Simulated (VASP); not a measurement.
Crystal: YRu2Rh4.

```
CELL_PARAMETERS angstrom
-3.08471 3.08471 2.47494
3.08471 -3.08471 2.47494
3.08471 3.08471 -2.47494
ATOMIC_POSITIONS crystal
Y 0.00000 0.00000 0.00000
Ru 0.75000 0.25000 0.50000
Ru 0.25000 0.75000 0.50000
Rh 0.30306 0.30306 0.60612
Rh 0.69694 0.69694 0.39388
Rh 0.30306 0.69694 0.00000
Rh 0.69694 0.30306 0.00000
```

```yaml
Program: VASP 6.6.1
Task: relaxation of cell and atoms
Functional: PBE
Potentials_or_basis: VASP PAW PBE potentials, release 64 (Y_sv, Ru_pv, Rh_pv)
Cutoff: 600 eV
k_mesh: 4 × 4 × 4
Occupations: gaussian, width 0.2 eV
Spin: no spin polarisation
```

At the start: pressure 53.4 GPa; volume 13.46 Å³/atom.

Q: Where does the relaxation end?

A: Over 8 steps the energy falls by 378.6 meV/atom and the volume is 16.00 Å³/atom (+18.9 %); space group I4/mmm (No. 139, to 0.05 Å).

The path:
| step | energy change (eV) | largest force (eV/Å) | pressure (GPa) | volume (Å³) |
| --- | --- | --- | --- | --- |
| 1 | 0.0000 | 0.8019 | 53.44 | 94.20 |
| 2 | 5.6471 | 0.1462 | -30.57 | 169.37 |
| 3 | -2.5474 | 0.0278 | -5.95 | 115.37 |
| 4 | -2.6020 | 0.0547 | -1.98 | 112.92 |
| 5 | -2.6059 | 0.0658 | -0.50 | 112.08 |
| 6 | -2.6485 | 0.1216 | 0.37 | 111.61 |
| 7 | -2.6485 | 0.1223 | 0.32 | 111.61 |
| 8 | -2.6504 | 0.0640 | -0.38 | 112.03 |

Final structure:
```xyz
7
Lattice="-3.3221 3.3221 2.5378 3.3221 -3.3221 2.5378 3.3221 3.3221 -2.5378" Properties=species:S:1:pos:R:3 pbc="T T T"
Y     3.3221   -3.3221    2.5378
Ru    0.0000    3.3221    1.2689
Ru    3.3221    0.0000    1.2689
Rh    2.0030    2.0030    0.0000
Rh    1.3192    1.3192    2.5378
Rh    1.3192   -1.3192    2.5378
Rh   -1.3192    1.3192    2.5378
```

Caveat: the k points lie up to 0.39 Å⁻¹ apart in the final cell; the volume moved by over 15 % at a fixed basis, so the end points are rough; the relaxation stopped at a loose force limit of 0.08 eV/Å, so its end isn't a converged minimum.
